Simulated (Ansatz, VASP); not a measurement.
## One calculation of CoSi2, two programs

File INCAR:

```
SYSTEM = CoSi2
ALGO     = Normal         ! electronic algorithm
DIPOL    = 0.5 0.5 0.500
EDIFF    = 1E-6           ! SCF threshold, eV
ENCUT    = 520            ! plane-wave cutoff, eV
GGA      = PE             ! functional
IDIPOL   = 3            
ISIF     = 2              ! what is computed and relaxed
ISMEAR   = 0              ! smearing method
LASPH    = .True.         ! aspherical terms in the spheres
LCHARG   = .False.        ! write CHGCAR
LDIPOL   = .True.       
LREAL    = .False.        ! projectors in reciprocal space
LWAVE    = .False.        ! write WAVECAR
NBANDS   = 46             ! bands
NELM     = 80             ! most SCF steps
PREC     = Accurate       ! precision mode
SIGMA    = 0.1            ! smearing width, eV
```

The input KPOINTS:

```
k-points
0
Gamma
  9 9 1
  0 0 0
```

POSCAR

```
CoSi2
1.0
    3.7897960487      0.0000000000      0.0000000000
   -1.8948980243      3.2820596533      0.0000000000
    0.0000000000      0.0000000000     25.8302443066
Si Co
8 4
Direct
    0.0000000000      0.0000000000      0.2903573002
    0.3333333333      0.6666666667      0.3502552144
    0.6666666667      0.3333333333      0.4101531287
    0.0000000000      0.0000000000      0.4700510429
    0.3333333333      0.6666666667      0.5299489571
    0.6666666667      0.3333333333      0.5898468713
    0.0000000000      0.0000000000      0.6497447856
    0.3333333333      0.6666666667      0.7096426998
    0.6666666667      0.3333333333      0.3203062573
    0.3333333333      0.6666666667      0.4401020858
    0.0000000000      0.0000000000      0.5598979142
    0.6666666667      0.3333333333      0.6796937427
```

Input for Ansatz:

```yaml
crystal:
  lattice:
    - [3.7897960487, 0.0, 0.0]
    - [-1.8948980243, 3.2820596533, 0.0]
    - [0.0, 0.0, 25.8302443066]
  atoms:
    - { symbol: Si, position: [0.0, 0.0, 0.2903573002] }
    - { symbol: Co, position: [0.6666666667, 0.3333333333, 0.3203062573] }
    - { symbol: Si, position: [0.3333333333, 0.6666666667, 0.3502552144] }
    - { symbol: Si, position: [0.6666666667, 0.3333333333, 0.4101531287] }
    - { symbol: Co, position: [0.3333333333, 0.6666666667, 0.4401020858] }
    - { symbol: Si, position: [0.0, 0.0, 0.4700510429] }
    - { symbol: Si, position: [0.3333333333, 0.6666666667, 0.5299489571] }
    - { symbol: Co, position: [0.0, 0.0, 0.5598979142] }
    - { symbol: Si, position: [0.6666666667, 0.3333333333, 0.5898468713] }
    - { symbol: Si, position: [0.0, 0.0, 0.6497447856] }
    - { symbol: Co, position: [0.6666666667, 0.3333333333, 0.6796937427] }
    - { symbol: Si, position: [0.3333333333, 0.6666666667, 0.7096426998] }
basis:
  ecutwfc: 420
kpoints:
  mp_grid: { grid: [9, 9, 1] }
hamiltonian:
  xc: pbe
scf:
  occupations: { method: gaussian, width: 0.1 }
output:
  forces: true
  stress: true
  eigenvalues: true
  write_density: true
  write_potential: true
  elf: true
  volumetric_format: npy
efield:
  axis: 3
  dipole_correction: true
  ramp_width: 0.04
```

Alike in both runs: task single point; functional PBE; k mesh 9 × 9 × 1; occupations gaussian, width 0.1 eV; no spin polarisation.

```csv
,VASP,Ansatz
version,VASP 6.6.1,Ansatz 0.2.0
potentials or method,"VASP PAW PBE potentials, release 64 (Si, Co), cutoff 520 eV","scalar-relativistic, plane waves, PAW"
valence electrons in the cell,68,100
```

```csv
,VASP,Ansatz,Ansatz less VASP
gap on the k mesh at the Fermi level (eV),none,none,-
rms of the force components (eV/Å),0.184,0.184,+0.0004
```

A gap of «none» marks a metal or a gap that the smearing closes. VASP's potentials hold 68 valence electrons a cell and Ansatz's 100, so a difference there can come from the potentials and not from the codes. Ansatz's warnings: xc potential rough in thin density.
